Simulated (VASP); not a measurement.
# Si16Ge (a cell with a defect) in VASP: single point with PBE

Aim: the single point of Si16Ge (a cell with a defect) with PBE.

All numbers are computed with VASP 6.6.1; they aren't measurements. Logs are shortened: lines on timing, memory, paths and dates and some standing lists are left out, and cuts for length are marked.

## Step 1: The cell of the first run

The cell holds a defect, 17 atoms: a = 7.679 Å, b = 7.679 Å, c = 7.679 Å, α = 60.00°, β = 60.00°, γ = 60.00°.

## Step 2: Single point, PBE

INCAR reads:

```
SYSTEM = Si16Ge
PREC = Accurate
ENCUT = 520
EDIFF = 1E-6
ISMEAR = -1
SIGMA = 0.05
LREAL = Auto
LASPH = .True.
NELM = 100
ALGO = Normal
ISIF = 2
LWAVE = .False.
LCHARG = .False.
GGA = PE
NBANDS = 53
```

KPOINTS reads:

```
Automatic mesh
0
Gamma
  2 2 2
  0 0 0
```

POSCAR reads:

```
Si16Ge
1.0
    0.0000000000      5.4300000000      5.4300000000
    5.4300000000      0.0000000000      5.4300000000
    5.4300000000      5.4300000000      0.0000000000
Si Ge
16 1
Direct
    0.0046644823      0.0046285322      0.0045785429
    0.1255953184      0.1257890529      0.1260778332
    0.0033614569      0.0033563131      0.4895774821
    0.1296133187      0.1295924565      0.6205126622
    0.0034464858      0.4892928051      0.0034313625
    0.1296493692      0.6204754331      0.1295966960
   -0.0018262147      0.5006933414      0.5006995401
    0.1290588142      0.6207846311      0.6208179903
    0.4891023581      0.0034962898      0.0034863146
    0.6204518345      0.1296518028      0.1296199796
    0.5007063895     -0.0018861542      0.5007164528
    0.6207460973      0.1290764436      0.6208002775
    0.5007329287      0.5007367704     -0.0019762686
    0.6207229559      0.6207437278      0.1291003728
    0.5002940386      0.5003109289      0.5003340116
    0.6248608647      0.6248097199      0.6247326495
    0.8760229017      0.8763250056      0.8767711009
```

Potentials or basis: VASP PAW PBE potentials, release 64 (Si, Ge_d).

Launch:

```
$ cat potpaw_PBE.64/Si/POTCAR potpaw_PBE.64/Ge_d/POTCAR > POTCAR
$ mpirun -np 1 vasp_std > vasp.out
```

OUTCAR:

```text
SYSTEM = Si16Ge
   PREC = Accurate
   ENCUT = 520
   EDIFF = 1E-6
   ISMEAR = -1
   LREAL = Auto
   LASPH = .True.
   NELM = 100
   ISIF = 2
   GGA = PE

 ion  position               nearest neighbor table
   1  0.005  0.005  0.005-   2 2.28   4 2.41   6 2.41  10 2.41  17 2.41
   2  0.126  0.126  0.126-   3 2.28   5 2.28   9 2.28   1 2.28
   3  0.003  0.003  0.490-   2 2.28   8 2.40  12 2.40   4 2.40  17 2.43
   4  0.130  0.130  0.621-  11 2.33   7 2.33   3 2.40   1 2.41  17 2.75
   5  0.003  0.489  0.003-   2 2.28   8 2.40  14 2.40   6 2.40  17 2.43
   6  0.130  0.620  0.130-  13 2.33   7 2.33   5 2.40   1 2.41  17 2.75
   7  0.998  0.501  0.501-   8 2.33   4 2.33   6 2.33  16 2.34
   8  0.129  0.621  0.621-   7 2.33  15 2.33   3 2.40   5 2.40  17 2.78
   9  0.489  0.003  0.003-   2 2.28  12 2.40  14 2.40  10 2.41  17 2.43
  10  0.620  0.130  0.130-  13 2.33  11 2.33   9 2.41   1 2.41  17 2.75
  11  0.501  0.998  0.501-  12 2.33   4 2.33  10 2.33  16 2.34
  12  0.621  0.129  0.621-  11 2.33  15 2.33   3 2.40   9 2.40  17 2.78
  13  0.501  0.501  0.998-  14 2.33   6 2.33  10 2.33  16 2.34
  14  0.621  0.621  0.129-  13 2.33  15 2.33   5 2.40   9 2.40  17 2.77
  15  0.500  0.500  0.500-   8 2.33  12 2.33  14 2.33  16 2.34
  16  0.625  0.625  0.625-  13 2.34  11 2.34   7 2.34  15 2.34
  17  0.876  0.876  0.877-   1 2.41   9 2.43   5 2.43   3 2.43  10 2.75   6 2.75   4 2.75  14 2.77
                            12 2.78   8 2.78

  LATTYP: Found a face centered cubic cell.
 ALAT       =    10.8600000000

  Lattice vectors:

 A1 = (   0.0000000000,   5.4300000000,   5.4300000000)
 A2 = (   5.4300000000,   0.0000000000,   5.4300000000)
 A3 = (   5.4300000000,   5.4300000000,   0.0000000000)

Analysis of symmetry for initial positions (statically):
=====================================================================
 Subroutine PRICEL returns:
 Original cell was already a primitive cell.

 Routine SETGRP: Setting up the symmetry group for a
 face centered cubic supercell.

 Subroutine GETGRP returns: Found  1 space group operations
 (whereof  1 operations were pure point group operations)
 out of a pool of 48 trial point group operations.

The static configuration has the point symmetry C_1 .

Analysis of symmetry for dynamics (positions and initial velocities):
=====================================================================
 Subroutine PRICEL returns:
 Original cell was already a primitive cell.

 Routine SETGRP: Setting up the symmetry group for a
 face centered cubic supercell.

 Subroutine GETGRP returns: Found  1 space group operations
 (whereof  1 operations were pure point group operations)
 out of a pool of 48 trial point group operations.

The dynamic configuration has the point symmetry C_1 .

 Subroutine INISYM returns: Found  1 space group operations
 (whereof  1 operations are pure point group operations),
 and found     1 'primitive' translations

----------------------------------------------------------------------------------------

                                     Primitive cell

  volume of cell :     320.2060

  direct lattice vectors                    reciprocal lattice vectors
     0.000000000  5.430000000  5.430000000    -0.092081031  0.092081031  0.092081031
     5.430000000  0.000000000  5.430000000     0.092081031 -0.092081031  0.092081031
     5.430000000  5.430000000  0.000000000     0.092081031  0.092081031 -0.092081031

  length of vectors
     7.679179644  7.679179644  7.679179644     0.159489025  0.159489025  0.159489025

  position of ions in fractional coordinates (direct lattice)
     0.004664482  0.004628532  0.004578543
     0.125595318  0.125789053  0.126077833
     0.003361457  0.003356313  0.489577482
     0.129613319  0.129592456  0.620512662
     0.003446486  0.489292805  0.003431363
     0.129649369  0.620475433  0.129596696
[... 9 lines left out ...]
     0.624860865  0.624809720  0.624732649
     0.876022902  0.876325006  0.876771101

  ion indices of the primitive-cell ions
   primitive index   ion index
                 1           1
                 2           2
                 3           3
                 4           4
                 5           5
                 6           6
[... 9 lines left out ...]
                16          16
                17          17

----------------------------------------------------------------------------------------

 KPOINTS: Automatic mesh

Automatic generation of k-mesh.
 Grid dimensions read from file:
 generate k-points for:    2    2    2

 Generating k-lattice:

  Cartesian coordinates                     Fractional coordinates (reciprocal lattice)
    -0.046040516  0.046040516  0.046040516     0.500000000  0.000000000  0.000000000
     0.046040516 -0.046040516  0.046040516     0.000000000  0.500000000  0.000000000
     0.046040516  0.046040516 -0.046040516     0.000000000  0.000000000  0.500000000

  Length of vectors
     0.079744512  0.079744512  0.079744512

  Shift w.r.t. Gamma in fractional coordinates (k-lattice)
     0.000000000  0.000000000  0.000000000

 Subroutine IBZKPT returns following result:
 ===========================================

 Found      8 irreducible k-points:

 Following reciprocal coordinates:
            Coordinates               Weight
  0.000000  0.000000  0.000000      1.000000
  0.500000  0.000000  0.000000      1.000000
  0.000000  0.500000  0.000000      1.000000
  0.000000  0.000000  0.500000      1.000000
  0.500000  0.500000  0.500000      1.000000
  0.500000  0.500000  0.000000      1.000000
  0.000000  0.500000  0.500000      1.000000
  0.500000  0.000000  0.500000      1.000000
   k-points           NKPTS =      8   k-points in BZ     NKDIM =      8   number of bands    NBANDS=     53
   number of dos      NEDOS =    301   number of ions     NIONS =     17
   total plane-waves  NPLWV = 216000
   dimension x,y,z NGX =    60 NGY =   60 NGZ =   60
   dimension x,y,z NGXF=   120 NGYF=  120 NGZF=  120
   ions per type =              16   1
   NGX,Y,Z   is equivalent  to a cutoff of  12.99, 12.99, 12.99 a.u.
   NGXF,Y,Z  is equivalent  to a cutoff of  25.98, 25.98, 25.98 a.u.
 SYSTEM =  Si16Ge
   PREC   = accura    normal or accurate (medium, high low for compatibility)
   ISTART =      0    job   : 0-new  1-cont  2-samecut
   ICHARG =      2    charge: 1-file 2-atom 10-const
   ISPIN  =      1    spin polarized calculation?
   LNONCOLLINEAR =      F non collinear calculations
   LSORBIT =      F    spin-orbit coupling
   LASPH  =      T    aspherical Exc in radial PAW
   ENCUT  =  520.0 eV  38.22 Ry    6.18 a.u.  14.28 14.28 14.28*2*pi/ulx,y,z
   NELM   =    100;   NELMIN=  2; NELMDL= -5     # of ELM steps
   EDIFF  = 0.1E-05   stopping-criterion for ELM
   LREAL  =      T    real-space projection
   EDIFFG = 0.1E-04   stopping-criterion for IOM
   NSW    =      0    number of steps for IOM
   IBRION =     -1    ionic relax: 0-MD 1-quasi-New 2-CG
   NFREE  =      0    steps in history (QN), initial steepest desc. (CG)
   ISIF   =      2    stress and relaxation
   ISYM   =      2    0-nonsym 1-usesym 2-fastsym
   POTIM  = 0.5000    time-step for ionic-motion
   TEBEG  =    0.0;   TEEND  =   0.0 temperature during run
   PSTRESS=    0.0 pullay stress
   NELECT =      78.0000    total number of electrons
   NUPDOWN=      -1.0000    fix difference up-down
   EMIN   =  10.00;   EMAX   =-10.00  energy-range for DOS
   EFERMI =   0.00;   METHOD = LEGACY
   ISMEAR =    -1;   SIGMA  =   0.05  broadening in eV -4-tet -1-fermi 0-gaus
   EFERMI_NEDOS =   21; number of points for ismear=-14 and -15
   IALGO  =     38    algorithm
   IMIX   =      4    mixing-type and parameters
     AMIX     =   0.40;   BMIX     =  1.00
     AMIX_MAG =   1.60;   BMIX_MAG =  1.00
  volume/ion in A,a.u.               =      18.84       127.11
  Fermi-wavevector in a.u.,A,eV,Ry     =   1.022421  1.932096 14.222785  1.045345
  Thomas-Fermi vector in A             =   2.156100
   LORBIT       =      0    0 simple, 1 ext, 2 COOP (PROOUT), +10 PAW based schemes
   GGA     = PE    functional components
   LHFCALC =     F    Hartree Fock is set to
   AEXX    =    0.0000 exact exchange contribution
   IVDW    =     0    specifies the selected vdW correction
   LEPSILON=     F    determine dielectric tensor
   LRPA    =     F    only Hartree local field effects (RPA)
 non-spin polarized calculation
  energy-cutoff  :      520.00
  volume of cell :      320.21
 maximum number of plane-waves:      8646
 NGX is ok and might be reduce to    60
   NGX = 29   NGY = 29   NGZ = 29

 number of electron      78.0000002 magnetization

 Free energy of the ion-electron system (eV)
  ---------------------------------------------------
  ext. energy  EPLUGINS =         0.00000000
  ---------------------------------------------------
  free energy    TOTEN  =       -86.71424584 eV

  energy without entropy =      -86.67993455  energy(sigma->0) =      -86.69709019

 E-fermi :   6.9079     XC(G=0):  -9.7485

 val. band max:        6.6915380903   @ k =   0.0000   0.0000   0.0000
 cond. band min:       6.9535500636   @ k =   0.0000   0.0000   0.0000
 fundamental gap:      0.2620119732
 Fermi energy:         6.9079101642

 k-point     1 :       0.0000    0.0000    0.0000
  band No.  band energies     occupation
      1     -18.2384      2.00000
      2     -18.2383      2.00000
      3     -18.2383      2.00000
      4     -18.2246      2.00000
      5     -18.2245      2.00000
      6      -6.5223      2.00000
[... 43 lines left out ...]
     50       8.1188      0.00000
     51       9.0740      0.00000

 k-point     2 :       0.5000    0.0000    0.0000
  band No.  band energies     occupation
      1     -18.2384      2.00000
      2     -18.2383      2.00000
      3     -18.2383      2.00000
      4     -18.2246      2.00000
      5     -18.2245      2.00000
      6      -6.1902      2.00000
[... 316 lines left out ...]
 k-point     8 :       0.5000    0.0000    0.5000
  band No.  band energies     occupation
      1     -18.2384      2.00000
      2     -18.2383      2.00000
      3     -18.2383      2.00000
      4     -18.2246      2.00000
      5     -18.2245      2.00000
      6      -6.0838      2.00000
[... 43 lines left out ...]
     50      10.3279      0.00000
     51      10.3357      0.00000
 [bands above 51 left out]

------------------------ aborting loop because EDIFF is reached ----------------------------------------

  FORCE on cell =-STRESS in cart. coord.  units (eV):
  Direction    XX          YY          ZZ          XY          YZ          ZX
  --------------------------------------------------------------------------------------
  -------------------------------------------------------------------------------------
  Total       13.4469566     13.4464900     13.4473618      0.0562951      0.0708483      0.0651926
  in kB       67.2829618     67.2806271     67.2849894      0.2816771      0.3544954      0.3261967
  external PRESSURE =      67.2828594 kB  Pullay stress =       0.0000000 kB

 VOLUME and BASIS-vectors are now :
 -----------------------------------------------------------------------------
  energy-cutoff  :      520.00
  volume of cell :      320.21
      direct lattice vectors                 reciprocal lattice vectors
     0.000000000  5.430000000  5.430000000    -0.092081031  0.092081031  0.092081031
     5.430000000  0.000000000  5.430000000     0.092081031 -0.092081031  0.092081031
     5.430000000  5.430000000  0.000000000     0.092081031  0.092081031 -0.092081031

 POSITION                                       TOTAL-FORCE (eV/Angst)
 -----------------------------------------------------------------------------------
      0.04999      0.05019      0.05046         0.009877      0.009073      0.007370
      1.36764      1.36659      1.36502        -0.005281     -0.005110     -0.004300
      2.67663      2.67666      0.03648         0.013742      0.013145      0.002538
      4.07307      4.07318      1.40749         0.010809      0.011001     -0.004923
      2.67549      0.03735      2.67557         0.014179      0.003508      0.012018
      4.07289      1.40771      4.07318         0.010161     -0.005506      0.010291
[... 9 lines left out ...]
      6.78502      6.78529      6.78571         0.000844      0.000821      0.000588
      9.51931      9.51767      9.51525        -0.046972     -0.042975     -0.037379
 -----------------------------------------------------------------------------------
    total drift:                                0.000019     -0.002049     -0.001756

  FREE ENERGIE OF THE ION-ELECTRON SYSTEM (eV)
  ---------------------------------------------------
  free  energy   TOTEN  =       -86.7142458406 eV

  energy  without entropy=      -86.6799345490  energy(sigma->0) =      -86.69709019
```

Wall time 2.9 min (1 thread of Intel Xeon 6975P-C (Granite Rapids), shared host); peak memory 0.49 GiB.

What came out:

| Property | Result |
| --- | --- |
| Free energy | -86.7142 eV |
| Pressure | 6.7 GPa |
| Largest force | 0.074 eV/Å |
| Band gap on the k mesh | zero (band 39 reaches 6.99 eV, above the bottom of band 40 at 6.68 eV) |

Forces in eV/Å, atoms in the order of the input:
```
Si   0.010  0.009  0.007
Si  -0.005 -0.005 -0.004
Si   0.014  0.013  0.003
Si   0.011  0.011 -0.005
Si   0.014  0.004  0.012
Si   0.010 -0.006  0.010
Si   0.008 -0.014 -0.013
Si  -0.004  0.001 -0.001
Si   0.004  0.013  0.012
Si  -0.006  0.010  0.010
Si  -0.013  0.008 -0.013
Si   0.002 -0.003 -0.001
Si  -0.013 -0.013  0.008
Si   0.001  0.000 -0.002
Si   0.013  0.014  0.014
Si   0.001  0.001  0.001
Ge  -0.047 -0.043 -0.037
```

Levels at points of the mesh, in eV from the Fermi level:
| k point | band 35 | band 36 | band 37 | band 38 | band 39 | band 40 | band 41 | band 42 | band 43 | band 44 |
| --- | --- | --- | --- | --- | --- | --- | --- | --- | --- | --- |
| (0.00, 0.00, 0.00) | -1.74 | -0.78 | -0.78 | -0.77 | -0.23 | -0.23 | -0.22 | 0.05 | 0.05 | 0.43 |
| (0.50, 0.00, 0.00) | -1.51 | -1.50 | -1.45 | -1.45 | -0.30 | 0.53 | 0.56 | 0.90 | 0.90 | 1.26 |
| (0.00, 0.50, 0.00) | -1.51 | -1.50 | -1.45 | -1.45 | -0.30 | 0.53 | 0.56 | 0.90 | 0.90 | 1.26 |
| (0.00, 0.00, 0.50) | -1.51 | -1.50 | -1.45 | -1.45 | -0.30 | 0.53 | 0.56 | 0.90 | 0.90 | 1.26 |
| (0.50, 0.50, 0.50) | -1.51 | -1.51 | -1.45 | -1.45 | -0.31 | 0.55 | 0.55 | 0.89 | 0.89 | 1.27 |
| (0.50, 0.50, 0.00) | -2.06 | -2.06 | -1.89 | -1.28 | 0.08 | 0.82 | 1.06 | 1.07 | 1.08 | 1.94 |
| (0.00, 0.50, 0.50) | -2.06 | -2.05 | -1.89 | -1.28 | 0.08 | 0.82 | 1.06 | 1.07 | 1.08 | 1.94 |
| (0.50, 0.00, 0.50) | -2.06 | -2.06 | -1.89 | -1.28 | 0.08 | 0.82 | 1.06 | 1.07 | 1.08 | 1.94 |

Caveat: the k points lie up to 0.50 Å⁻¹ apart.
